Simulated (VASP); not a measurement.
# MgO in VASP: notebook

Runs on MgO. Level: r2SCAN. Tasks: single point.

Program: VASP 6.6.1. These are calculated values, not measurements. Logs are shortened: lines on timing, memory, paths and dates and some standing lists are left out, and cuts for length are marked.

## (1) The cell of the first run

The structure is trigonal, space group R-3m (No. 166). Conventional cell: a = 3.710 Å, b = 3.710 Å, c = 4.441 Å, α = 90.00°, β = 90.00°, γ = 120.00°. Mg (site symmetry -3m) has 8 O at 2.22 to 2.27 Å and 6 Mg at 2.60 Å within 2.9 Å. O (site symmetry -3m) has 8 Mg at 2.22 to 2.27 Å and 6 O at 2.60 Å within 2.9 Å.

## (2) Single point, r2SCAN (strain along [111] -2.3%)

The input, POSCAR:

```
MgO
1.0
    2.6035865643     -0.0197625634     -0.0197625634
   -0.0197625634      2.6035865643     -0.0197625634
   -0.0197625634     -0.0197625634      2.6035865643
Mg O
1 1
Direct
    0.0000000000      0.0000000000      0.0000000000
    0.5000000000      0.5000000000      0.5000000000
```

The input, INCAR.step1:

```
  PREC = Accurate
  ENCUT = 520
  ISMEAR = 0
  SIGMA = 0.01
  LREAL = False
  LASPH = True
  NELM = 80
  NBANDS = 11
  GGA = PE
  ALGO = Normal
  EDIFF = 1E-4
  LWAVE = True
  LCHARG = False
```

The input, INCAR.step2:

```
  PREC = Accurate
  ENCUT = 520
  EDIFF = 1E-6
  ISMEAR = 0
  SIGMA = 0.01
  LREAL = False
  LASPH = True
  NELM = 80
  ALGO = Normal
  ISIF = 2
  LWAVE = False
  LCHARG = False
  METAGGA = R2SCAN
  LMIXTAU = True
  NBANDS = 11
  ISTART = 1
```

The input, KPOINTS:

```
regular mesh
0
Gamma
  10 10 10
```

Potentials or basis: VASP PAW PBE potentials, release 64 (Mg, O).

The run is started by

```
$ cat potpaw_PBE.64/Mg/POTCAR potpaw_PBE.64/O/POTCAR > POTCAR
$ cp INCAR.step1 INCAR
$ mpirun -np 1 vasp_std > vasp.out
$ cp INCAR.step2 INCAR
$ mpirun -np 1 vasp_std > vasp.out
```

OUTCAR:

```text
PREC = Accurate
   ENCUT = 520
   EDIFF = 1E-6
   ISMEAR = 0
   LREAL = False
   LASPH = True
   NELM = 80
   ISIF = 2
   METAGGA = R2SCAN
   ISTART = 1

 ion  position               nearest neighbor table
   1  0.000  0.000  0.000-   2 2.22   2 2.22   2 2.27   2 2.27   2 2.27   2 2.27   2 2.27   2 2.27

   2  0.500  0.500  0.500-   1 2.22   1 2.22   1 2.27   1 2.27   1 2.27   1 2.27   1 2.27   1 2.27

  LATTYP: Found a trigonal (rhomboedric) cell.
 ALAT       =     2.6037365680
 COS(alpha) =    -0.0151216720

  Lattice vectors:

 A1 = (   2.6035865643,  -0.0197625634,  -0.0197625634)
 A2 = (  -0.0197625634,   2.6035865643,  -0.0197625634)
 A3 = (  -0.0197625634,  -0.0197625634,   2.6035865643)

Analysis of symmetry for initial positions (statically):
=====================================================================
 Subroutine PRICEL returns:
 Original cell was already a primitive cell.

 Routine SETGRP: Setting up the symmetry group for a
 trigonal (rhombohedral) supercell.

 Subroutine GETGRP returns: Found 12 space group operations
 (whereof 12 operations were pure point group operations)
 out of a pool of 12 trial point group operations.

The static configuration has the point symmetry D_3d.

Analysis of symmetry for dynamics (positions and initial velocities):
=====================================================================
 Subroutine PRICEL returns:
 Original cell was already a primitive cell.

 Routine SETGRP: Setting up the symmetry group for a
 trigonal (rhombohedral) supercell.

 Subroutine GETGRP returns: Found 12 space group operations
 (whereof 12 operations were pure point group operations)
 out of a pool of 12 trial point group operations.

The dynamic configuration has the point symmetry D_3d.

 Subroutine INISYM returns: Found 12 space group operations
 (whereof 12 operations are pure point group operations),
 and found     1 'primitive' translations

----------------------------------------------------------------------------------------

                                     Primitive cell

  volume of cell :      17.6458

  direct lattice vectors                    reciprocal lattice vectors
     2.603586564 -0.019762563 -0.019762563     0.384130161  0.002938047  0.002938047
    -0.019762563  2.603586564 -0.019762563     0.002938047  0.384130161  0.002938047
    -0.019762563 -0.019762563  2.603586564     0.002938047  0.002938047  0.384130161

  length of vectors
[... 84 lines left out ...]
   EDIFFG = 0.1E-04   stopping-criterion for IOM
   NSW    =      0    number of steps for IOM
   IBRION =     -1    ionic relax: 0-MD 1-quasi-New 2-CG
   NFREE  =      0    steps in history (QN), initial steepest desc. (CG)
   ISIF   =      2    stress and relaxation
   ISYM   =      2    0-nonsym 1-usesym 2-fastsym
   POTIM  = 0.5000    time-step for ionic-motion
   TEBEG  =    0.0;   TEEND  =   0.0 temperature during run
   PSTRESS=    0.0 pullay stress
   NELECT =       8.0000    total number of electrons
   NUPDOWN=      -1.0000    fix difference up-down
   EMIN   =  10.00;   EMAX   =-10.00  energy-range for DOS
   EFERMI =   0.00;   METHOD = LEGACY
   ISMEAR =     0;   SIGMA  =   0.01  broadening in eV -4-tet -1-fermi 0-gaus
   EFERMI_NEDOS =   21; number of points for ismear=-14 and -15
   IALGO  =     38    algorithm
   IMIX   =      4    mixing-type and parameters
     AMIX     =   0.40;   BMIX     =  1.00
     AMIX_MAG =   1.60;   BMIX_MAG =  1.00
  volume/ion in A,a.u.               =       8.82        59.54
  Fermi-wavevector in a.u.,A,eV,Ry     =   1.257645  2.376604 21.519929  1.581670
  Thomas-Fermi vector in A             =   2.391293
   LORBIT       =      0    0 simple, 1 ext, 2 COOP (PROOUT), +10 PAW based schemes
   METAGGA = R2SCAN    functional components
   LHFCALC =     F    Hartree Fock is set to
   AEXX    =    0.0000 exact exchange contribution
   IVDW    =     0    specifies the selected vdW correction
   LEPSILON=     F    determine dielectric tensor
   LRPA    =     F    only Hartree local field effects (RPA)
 non-spin polarized calculation
 Gauss-broadening in eV      SIGMA  =   0.01
  energy-cutoff  :      520.00
  volume of cell :       17.65
 maximum number of plane-waves:       484
   NGX =  9   NGY =  9   NGZ =  9

 number of electron       8.0000003 magnetization

 Free energy of the ion-electron system (eV)
  ---------------------------------------------------
  ext. energy  EPLUGINS =         0.00000000
  ---------------------------------------------------
  free energy    TOTEN  =       -14.52762117 eV

  energy without entropy =      -14.52762117  energy(sigma->0) =      -14.52762117

 E-fermi :   5.1177     XC(G=0): -12.0021

 val. band max:        5.0224807535   @ k =   0.5000   0.5000   0.0000
 cond. band min:       8.7046914374   @ k =   0.0000   0.0000   0.0000
 fundamental gap:      3.6822106840
 Fermi energy:         5.1177391668

 k-point     1 :       0.0000    0.0000    0.0000
  band No.  band energies     occupation
      1     -14.7170      2.00000
      2       3.8547      2.00000
      3       3.9845      2.00000
      4       3.9845      2.00000
      5       8.7047      0.00000
      6      16.5426      0.00000
      7      16.5426      0.00000
      8      27.1489      0.00000
      9      27.1489      0.00000
     10      27.6572      0.00000
     11      34.1873      0.00000
[... 309 lines left out ...]
 k-point    24 :       0.4000    0.3000    0.0000
  band No.  band energies     occupation
      1     -12.9890      2.00000
      2      -0.3179      2.00000
      3       1.1880      2.00000
      4       4.7455      2.00000
      5      13.1452      0.00000
      6      15.9917      0.00000
      7      18.5158      0.00000
      8      22.8748      0.00000
      9      25.4977      0.00000
     10      27.0254      0.00000
     11      29.5594      0.00000

 [... further k-points ...]
[... 5 lines left out ...]
  --------------------------------------------------------------------------------------
  -------------------------------------------------------------------------------------
  Total        0.2884567      0.2884567      0.2884567     -0.0931411     -0.0931411     -0.0931411
  in kB       26.1909067     26.1909067     26.1909067     -8.4569005     -8.4569005     -8.4569005
  external PRESSURE =      26.1909067 kB  Pullay stress =       0.0000000 kB

 VOLUME and BASIS-vectors are now :
 -----------------------------------------------------------------------------
  energy-cutoff  :      520.00
  volume of cell :       17.65
      direct lattice vectors                 reciprocal lattice vectors
     2.603586564 -0.019762563 -0.019762563     0.384130161  0.002938047  0.002938047
    -0.019762563  2.603586564 -0.019762563     0.002938047  0.384130161  0.002938047
    -0.019762563 -0.019762563  2.603586564     0.002938047  0.002938047  0.384130161

 POSITION                                       TOTAL-FORCE (eV/Angst)
 -----------------------------------------------------------------------------------
      0.00000      0.00000      0.00000         0.000000     -0.000000      0.000000
      1.28203      1.28203      1.28203        -0.000000      0.000000      0.000000
 -----------------------------------------------------------------------------------
    total drift:                                0.000000      0.000000      0.000000

  FREE ENERGIE OF THE ION-ELECTRON SYSTEM (eV)
  ---------------------------------------------------
  free  energy   TOTEN  =       -14.5276211670 eV

  energy  without entropy=      -14.5276211670  energy(sigma->0) =      -14.52762117
```

OUTCAR.step1:

```text
PREC = Accurate
   ENCUT = 520
   ISMEAR = 0
   LREAL = False
   LASPH = True
[... 559 lines left out ...]
      0.00000      0.00000      0.00000         0.000000     -0.000000      0.000000
      1.28203      1.28203      1.28203        -0.000000      0.000000     -0.000000
 -----------------------------------------------------------------------------------
    total drift:                               -0.000000      0.000000      0.000000

  FREE ENERGIE OF THE ION-ELECTRON SYSTEM (eV)
  ---------------------------------------------------
  free  energy   TOTEN  =       -10.3715956748 eV

  energy  without entropy=      -10.3715956748  energy(sigma->0) =      -10.37159567
```

OSZICAR.step1:

```text
N       E                     dE             d eps       ncg     rms          rms(c)
DAV:   1     0.145424554978E+02    0.14542E+02   -0.45986E+03  2960   0.649E+02
DAV:   2    -0.114563704168E+02   -0.25999E+02   -0.25224E+02  2956   0.135E+02
DAV:   3    -0.120229388345E+02   -0.56657E+00   -0.56608E+00  3033   0.169E+01
DAV:   4    -0.120241006335E+02   -0.11618E-02   -0.11618E-02  2763   0.869E-01
DAV:   5    -0.120241037470E+02   -0.31135E-05   -0.31135E-05  2809   0.435E-02    0.707E+00
DAV:   6    -0.104352172056E+02    0.15889E+01   -0.82757E+00  2585   0.159E+01    0.214E+00
DAV:   7    -0.103972292030E+02    0.37988E-01   -0.61116E-02  2807   0.215E+00    0.130E+00
DAV:   8    -0.103719081183E+02    0.25321E-01   -0.34838E-02  2720   0.191E+00    0.225E-01
DAV:   9    -0.103716599325E+02    0.24819E-03   -0.32226E-04  2881   0.133E-01    0.142E-01
DAV:  10    -0.103715956748E+02    0.64258E-04   -0.25804E-04  2409   0.136E-01
   1 F= -.10371596E+02 E0= -.10371596E+02  d E =-.348366E-74
```

Run time: 38 s. Hardware: 1 thread of Intel Xeon Platinum 8375C at 2.90GHz (Ice Lake), shared host; peak memory 0.14 GiB.

Results:

```yaml
Free_energy: -14.5276 eV
Pressure: 2.6 GPa
Band_gap_on_the_k_mesh: 3.68 eV, indirect (least direct gap 4.72 eV)
```

Caveat: the cell differs from its parent crystal (strain along [111] -2.3%); the PAW data sets were made with another functional, which shifts forces and pressure a little. A k mesh can miss the band edges.

## (3) Single point, r2SCAN (uniaxial x strain -4.2%)

The input, POSCAR:

```
MgO
1.0
    2.5126437946      0.0000000000      0.0000000000
    0.0000000000      2.6233491278      0.0000000000
    0.0000000000      0.0000000000      2.6233491278
Mg O
1 1
Direct
    0.0000000000      0.0000000000      0.0000000000
    0.5000000000      0.5000000000      0.5000000000
```

The input, INCAR.step1:

```
PREC     = Accurate       # precision mode
ENCUT    = 520            # plane-wave cutoff, eV
ISMEAR   = 0              # smearing method
SIGMA    = 0.01           # smearing width, eV
LREAL    = F              # projectors in reciprocal space
LASPH    = T              # aspherical terms in the spheres
NELM     = 60             # most SCF steps
NBANDS   = 11             # bands
GGA      = PE             # functional
ALGO     = Normal         # electronic algorithm
EDIFF    = 1E-4           # SCF threshold, eV
LWAVE    = T              # write WAVECAR
LCHARG   = F              # write CHGCAR
```

The input, INCAR.step2:

```
PREC     = Accurate       # precision mode
ENCUT    = 520            # plane-wave cutoff, eV
EDIFF    = 1E-7           # SCF threshold, eV
ISMEAR   = 0              # smearing method
SIGMA    = 0.01           # smearing width, eV
LREAL    = F              # projectors in reciprocal space
LASPH    = T              # aspherical terms in the spheres
NELM     = 60             # most SCF steps
ALGO     = Normal         # electronic algorithm
ISIF     = 2              # what is computed and relaxed
LWAVE    = F              # write WAVECAR
LCHARG   = F              # write CHGCAR
METAGGA  = R2SCAN         # meta-GGA
LMIXTAU  = T            
NBANDS   = 11             # bands
ISTART   = 1
```

KPOINTS is that of step 2.

Potentials or basis: VASP PAW PBE potentials, release 64 (Mg, O).

The run is started by

```
$ cat potpaw_PBE.64/Mg/POTCAR potpaw_PBE.64/O/POTCAR > POTCAR
$ cp INCAR.step1 INCAR
$ mpirun -np 1 vasp_std > vasp.out
$ cp INCAR.step2 INCAR
$ mpirun -np 1 vasp_std > vasp.out
```

It took 43 s on 1 thread of Intel Xeon Platinum 8375C at 2.90GHz (Ice Lake), shared host; peak memory 0.15 GiB.

The run converged. Its results:

```
Free energy            : -14.4647 eV
Pressure               : 6.5 GPa
Band gap on the k mesh : 3.48 eV, indirect (least direct gap 4.43 eV)
```

Stress tensor (GPa, compression positive):
```
28.31  0.00  0.00
 0.00 -4.44  0.00
 0.00  0.00 -4.44
```

Levels at points of the mesh, in eV from the valence-band top:
```csv
k point,band 1,band 2,band 3,band 4,band 5,band 6,band 7,band 8,band 9
"(0.00, 0.00, 0.00)",-20.21,-1.66,-1.66,-0.94,3.48,10.78,11.75,21.84,21.84
"(0.50, 0.00, 0.00)",-18.73,-7.06,-1.07,-1.07,7.75,11.08,15.77,18.15,19.19
"(0.00, 0.50, 0.00)",-18.97,-7.29,-1.21,-0.54,8.19,10.60,15.77,18.56,18.72
"(0.50, 0.50, 0.00)",-17.86,-5.38,-5.28,-0.46,5.95,13.18,13.92,14.06,19.83
"(0.00, 0.50, 0.50)",-18.08,-5.53,-5.53,0.00,5.29,13.75,13.75,15.38,21.52
"(0.50, 0.50, 0.50)",-16.97,-4.39,-4.28,-4.28,8.07,8.41,8.41,18.42,20.20
```

Caveat: the cell differs from its parent crystal (uniaxial x strain -4.2%); the PAW data sets were made with another functional, which shifts forces and pressure a little. A k mesh can miss the band edges.

## (4) Single point, r2SCAN (uniaxial x strain -4.2%)

POSCAR is that of step 3.

The input, INCAR.step1:

```
PREC     = Accurate       # precision mode
ENCUT    = 660            # plane-wave cutoff, eV
ISMEAR   = 0              # smearing method
SIGMA    = 0.01           # smearing width, eV
LREAL    = F              # projectors in reciprocal space
LASPH    = T              # aspherical terms in the spheres
NELM     = 120            # most SCF steps
NBANDS   = 15             # bands
GGA      = PE             # functional
ALGO     = Normal         # electronic algorithm
EDIFF    = 1E-5           # SCF threshold, eV
LWAVE    = T              # write WAVECAR
LCHARG   = F              # write CHGCAR
GGA_COMPAT= F
```

The input, INCAR.step2:

```
PREC     = Accurate       # precision mode
ENCUT    = 660            # plane-wave cutoff, eV
EDIFF    = 1E-6           # SCF threshold, eV
ISMEAR   = 0              # smearing method
SIGMA    = 0.01           # smearing width, eV
LREAL    = F              # projectors in reciprocal space
LASPH    = T              # aspherical terms in the spheres
NELM     = 120            # most SCF steps
ALGO     = Normal         # electronic algorithm
ISIF     = 2              # what is computed and relaxed
LWAVE    = F              # write WAVECAR
LCHARG   = F              # write CHGCAR
METAGGA  = R2SCAN         # meta-GGA
LMIXTAU  = T            
NBANDS   = 15             # bands
ISTART   = 1            
GGA_COMPAT= F
```

KPOINTS is that of step 3.

Potentials or basis: VASP PAW PBE potentials, release 64 (Mg_sv, O).

The run is started by

```
$ cat potpaw_PBE.64/Mg_sv/POTCAR potpaw_PBE.64/O/POTCAR > POTCAR
$ cp INCAR.step1 INCAR
$ mpirun -np 1 vasp_std > vasp.out
$ cp INCAR.step2 INCAR
$ mpirun -np 1 vasp_std > vasp.out
```

It took 44 s on 1 thread of Intel Xeon 6975P-C (Granite Rapids), shared host; peak memory 0.17 GiB.

Results (log left out):

| Quantity | Value |
| --- | --- |
| Free energy | -14.4877 eV |
| Pressure | 7.3 GPa |
| Band gap on the k mesh | 3.57 eV, indirect (least direct gap 4.51 eV) |

Stress tensor (GPa, compression positive):
```
28.66  0.00  0.00
 0.00 -3.39  0.00
 0.00  0.00 -3.39
```

Levels at points of the mesh, in eV from the valence-band top:
| k point | band 6 | band 7 | band 8 | band 9 | band 10 | band 11 |
| --- | --- | --- | --- | --- | --- | --- |
| (0.00, 0.00, 0.00) | -1.66 | -1.66 | -0.94 | 3.57 | 10.80 | 11.78 |
| (0.50, 0.00, 0.00) | -7.04 | -1.06 | -1.06 | 7.81 | 11.17 | 15.82 |
| (0.00, 0.50, 0.00) | -7.26 | -1.21 | -0.54 | 8.24 | 10.69 | 15.82 |
| (0.50, 0.50, 0.00) | -5.36 | -5.26 | -0.46 | 6.03 | 13.27 | 14.00 |
| (0.00, 0.50, 0.50) | -5.50 | -5.50 | 0.00 | 5.40 | 13.82 | 13.82 |
| (0.50, 0.50, 0.50) | -4.39 | -4.28 | -4.28 | 8.14 | 8.47 | 8.47 |

Caveat: the cell differs from its parent crystal (uniaxial x strain -4.2%); the PAW data sets were made with another functional, which shifts forces and pressure a little. A k mesh can miss the band edges.

## (5) The runs side by side

```csv
potentials or basis,cell,cutoff (eV),second run,gap on the mesh (eV),pressure (GPa)
"VASP PAW PBE potentials, release 64 (Mg, O)","a = 2.604 Å, angles 90.9°, 2 atoms",520,-,3.68,2.6
"VASP PAW PBE potentials, release 64 (Mg, O)","a = 2.513, b = 2.623, c = 2.623 Å, 2 atoms",520,-,3.48,6.5
"VASP PAW PBE potentials, release 64 (Mg_sv, O)","a = 2.513, b = 2.623, c = 2.623 Å, 2 atoms",660,valence_matched,3.57,7.3
```

Alike in all rows: task single point; level r2SCAN; no spin polarisation; k mesh 10 × 10 × 10; smearing gaussian 0.01 eV.

Caveats: the PAW data sets were made with another functional, which shifts forces and pressure a little.

Absolute energies hang on the potentials; compare differences alone.
